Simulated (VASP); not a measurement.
# Pb (Im-3m) in VASP: a run that goes wrong, beside a sound one

A flawed run on Pb and a sound one for comparison.

All numbers are computed with VASP 6.6.1; they aren't measurements. Logs are shortened: lines on timing, memory, paths and dates and some standing lists are left out, and cuts for length are marked.

## Step 1: The cell of the first run

The structure is cubic, space group Im-3m (No. 229). The conventional cell has a = 3.959 Å, b = 3.959 Å, c = 3.959 Å, α = 90.00°, β = 90.00°, γ = 90.00°. Pb (site symmetry m-3m) has 14 Pb at 3.43 to 3.96 Å within 4.5 Å.

This isn't the form of Pb at room conditions, which is fcc.

## Step 2: A run with an altered input

File INCAR:

```
ALGO = Normal ; EDIFF = 1E-6
ENCUT = 280 ; GGA = RP
GGA_COMPAT = False ; ICHARG = 11
ISMEAR = 2 ; LASPH = True
LCHARG = False ; LREAL = False
LWAVE = False ; NBANDS = 21
NELM = 76 ; PREC = Accurate
SIGMA = 0.1
```

File KPOINTS:

```
path GHNGPH,PN
8
line-mode
reciprocal
 0.0000000000  0.0000000000  0.0000000000  G
 0.5000000000 -0.5000000000  0.5000000000  H

 0.5000000000 -0.5000000000  0.5000000000  H
 0.0000000000  0.0000000000  0.5000000000  N

 0.0000000000  0.0000000000  0.5000000000  N
 0.0000000000  0.0000000000  0.0000000000  G

 0.0000000000  0.0000000000  0.0000000000  G
 0.2500000000  0.2500000000  0.2500000000  P

 0.2500000000  0.2500000000  0.2500000000  P
 0.5000000000 -0.5000000000  0.5000000000  H

 0.2500000000  0.2500000000  0.2500000000  P
 0.0000000000  0.0000000000  0.5000000000  N
```

File POSCAR:

```
Pb
1.0
   -1.9796595667      1.9796595667      1.9796595667
    1.9796595667     -1.9796595667      1.9796595667
    1.9796595667      1.9796595667     -1.9796595667
Pb
1
Direct
    0.0000000000      0.0000000000      0.0000000000
```

Potentials or basis: VASP PAW PBE potentials, release 64 (Pb_d).

On the command line:

```
> cat potpaw_PBE.64/Pb_d/POTCAR > POTCAR
> mpirun -np 1 vasp_std > vasp.out
```

OUTCAR:

```text
EDIFF = 1E-6
   ENCUT = 280
   GGA = RP
   ICHARG = 11
   ISMEAR = 2
   LASPH = True
   LREAL = False
   NELM = 76
   PREC = Accurate

[... 25 lines left out ...]
   LASPH  =      T    aspherical Exc in radial PAW
   ENCUT  =  280.0 eV  20.58 Ry    4.54 a.u.   4.68  4.68  4.68*2*pi/ulx,y,z
   NELM   =     76;   NELMIN=  2; NELMDL= -5     # of ELM steps
   EDIFF  = 0.1E-05   stopping-criterion for ELM
   LREAL  =      F    real-space projection
   EDIFFG = 0.1E-04   stopping-criterion for IOM
   NSW    =      0    number of steps for IOM
   IBRION =     -1    ionic relax: 0-MD 1-quasi-New 2-CG
   NFREE  =      0    steps in history (QN), initial steepest desc. (CG)
   ISIF   =      2    stress and relaxation
[... 23 lines left out ...]
   IVDW    =     0    specifies the selected vdW correction
   LEPSILON=     F    determine dielectric tensor
   LRPA    =     F    only Hartree local field effects (RPA)

   CSHIFT  =0.1000    complex shift for real part using Kramers Kronig

   OMEGAMAX=  -1.0    maximum frequency
 non-spin polarized calculation
 Methfessel and Paxton  Order N= 2 SIGMA  =   0.10
  energy-cutoff  :      280.00
  volume of cell :       31.03
 maximum number of plane-waves:       370
 NGX is ok and might be reduce to    20
```

On the terminal:

```text
POSCAR found type information on POSCAR Pb
 POSCAR found :  1 types and       1 ions
[... 33 lines left out ...]

1
```

Run time: 0.5 s. Hardware: 1 thread of Intel Xeon Platinum 8259CL at 2.50GHz (Skylake/Cascade Lake), shared host.

The input was rejected before any iteration. The fault, put in on purpose: fixed density asked without a density file.

## Step 3: Band structure, RPBE

File INCAR:

```
ALGO = Normal ; EDIFF = 1E-6
ENCUT = 280 ; GGA = RP
GGA_COMPAT = False ; ISMEAR = 2
LASPH = True ; LCHARG = False
LREAL = False ; LWAVE = False
NBANDS = 21 ; NELM = 120
PREC = Accurate ; SIGMA = 0.1
```

File KPOINTS:

```
Automatic mesh
0
Gamma
  11 11 11
  0 0 0
```

File KPOINTS_OPT:

```
path GHNGPH,PN
12
line-mode
reciprocal
 0.0000000000  0.0000000000  0.0000000000  G
 0.5000000000 -0.5000000000  0.5000000000  H

 0.5000000000 -0.5000000000  0.5000000000  H
 0.0000000000  0.0000000000  0.5000000000  N

 0.0000000000  0.0000000000  0.5000000000  N
 0.0000000000  0.0000000000  0.0000000000  G

 0.0000000000  0.0000000000  0.0000000000  G
 0.2500000000  0.2500000000  0.2500000000  P

 0.2500000000  0.2500000000  0.2500000000  P
 0.5000000000 -0.5000000000  0.5000000000  H

 0.2500000000  0.2500000000  0.2500000000  P
 0.0000000000  0.0000000000  0.5000000000  N
```

POSCAR is that of step 2.

Potentials or basis: VASP PAW PBE potentials, release 64 (Pb_d).

On the command line:

```
> cat potpaw_PBE.64/Pb_d/POTCAR > POTCAR
> mpirun -np 1 vasp_std > vasp.out
```

It took 18 s on 1 thread of Intel Xeon Platinum 8259CL at 2.50GHz (Skylake/Cascade Lake), shared host; peak memory 0.14 GiB.

The run converged. Its results:

| Item | Value |
| --- | --- |
| Free energy | -3.1200 eV |
| Pressure | 2.4 GPa |
| Band gap along the path | zero within the smearing |

Levels at the corners of the path, in eV from the Fermi level:
| point | band 3 | band 4 | band 5 | band 6 | band 7 | band 8 | band 9 | band 10 | band 11 | band 12 |
| --- | --- | --- | --- | --- | --- | --- | --- | --- | --- | --- |
| Γ | -17.21 | -16.99 | -16.99 | -11.65 | 7.41 | 7.41 | 7.41 | 11.00 | 11.00 | 11.00 |
| H | -16.89 | -16.89 | -16.89 | -5.30 | -0.39 | -0.39 | -0.39 | 4.47 | 4.47 | 16.32 |
| H | -16.89 | -16.89 | -16.89 | -5.30 | -0.39 | -0.39 | -0.39 | 4.47 | 4.47 | 16.32 |
| N | -17.00 | -17.00 | -16.85 | -7.92 | -4.00 | 3.36 | 5.04 | 7.36 | 8.78 | 13.72 |
| N | -17.00 | -17.00 | -16.85 | -7.92 | -4.00 | 3.36 | 5.04 | 7.36 | 8.78 | 13.72 |
| Γ | -17.21 | -16.99 | -16.99 | -11.65 | 7.41 | 7.41 | 7.41 | 11.00 | 11.00 | 11.00 |
| Γ | -17.21 | -16.99 | -16.99 | -11.65 | 7.41 | 7.41 | 7.41 | 11.00 | 11.00 | 11.00 |
| P | -17.12 | -16.99 | -16.99 | -7.24 | -1.06 | -1.06 | -1.06 | 16.51 | 16.51 | 16.51 |
| P | -17.12 | -16.99 | -16.99 | -7.24 | -1.06 | -1.06 | -1.06 | 16.51 | 16.51 | 16.51 |
| H | -16.89 | -16.89 | -16.89 | -5.30 | -0.39 | -0.39 | -0.39 | 4.47 | 4.47 | 16.32 |
| P | -17.12 | -16.99 | -16.99 | -7.24 | -1.06 | -1.06 | -1.06 | 16.51 | 16.51 | 16.51 |
| N | -17.00 | -17.00 | -16.85 | -7.92 | -4.00 | 3.36 | 5.04 | 7.36 | 8.78 | 13.72 |

Caveat: the cutoff is under 1.25 times the usual one of these potentials, so pressure, stress and relaxed cells hold a basis-set (Pulay) error; the PAW data sets were made with another functional, which shifts forces and pressure a little; spin-orbit coupling is left out, which moves the levels of the heavy elements.
